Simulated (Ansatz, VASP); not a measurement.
PbSe in VASP and in Ansatz

Contents of INCAR:

```
SYSTEM = PbSe
  ALGO = Normal
  EDIFF = 1E-6
  ENCUT = 500
  GGA = PS
  GGA_COMPAT = .False.
  ISIF = 2
  ISMEAR = 0
  LASPH = .True.
  LCHARG = .False.
  LREAL = .False.
  LWAVE = .False.
  NBANDS = 17
  NELM = 120
  PREC = Accurate
  SIGMA = 0.02
```

File KPOINTS:

```
k-points
0
Gamma
  10 10 10
  0 0 0
```

The input POSCAR:

```
PbSe
1.0
    0.0000000000      3.1422313984      3.1422313984
    3.1422313984      0.0000000000      3.1422313984
    3.1422313984      3.1422313984      0.0000000000
Pb Se
1 1
Direct
    0.0000000000      0.0000000000      0.0000000000
    0.5000000000      0.5000000000      0.5000000000
```

Input for Ansatz:

```yaml
crystal:
  lattice:
    - [0.0, 3.1422313984, 3.1422313984]
    - [3.1422313984, 0.0, 3.1422313984]
    - [3.1422313984, 3.1422313984, 0.0]
  atoms:
    - { symbol: Pb, position: [0.0, 0.0, 0.0] }
    - { symbol: Se, position: [0.5, 0.5, 0.5] }
basis:
  ecutwfc: 420
kpoints:
  mp_grid: { grid: [10, 10, 10] }
hamiltonian:
  xc: pbesol
scf:
  occupations: { method: gaussian, width: 0.02 }
output:
  forces: true
  stress: true
  eigenvalues: true
```

Alike in both runs: task single point; functional PBEsol; k mesh 10 × 10 × 10; occupations gaussian, width 0.02 eV; no spin polarisation.

|  | VASP | Ansatz |
| --- | --- | --- |
| version | VASP 6.6.1 | Ansatz 0.2.0 |
| potentials or method | VASP PAW PBE potentials, release 64 (Pb_d, Se), cutoff 500 eV | scalar-relativistic, plane waves, PAW |
| valence electrons in the cell | 20 | 30 |

```csv
,VASP,Ansatz,Ansatz less VASP
gap on the k mesh at the Fermi level (eV),0.44,0.44,-0.003
least direct gap on the mesh (eV),0.44,0.44,-0.003
pressure (GPa),-3.9,-3.9,+0.01
```

VASP's potentials were made for PBE, not for PBEsol. With one functional, cell and mesh, what is left measures potentials, basis and numerics. VASP's potentials hold 20 valence electrons a cell and Ansatz's 30, so a difference there can come from the potentials and not from the codes.

Spin-orbit coupling is off throughout.
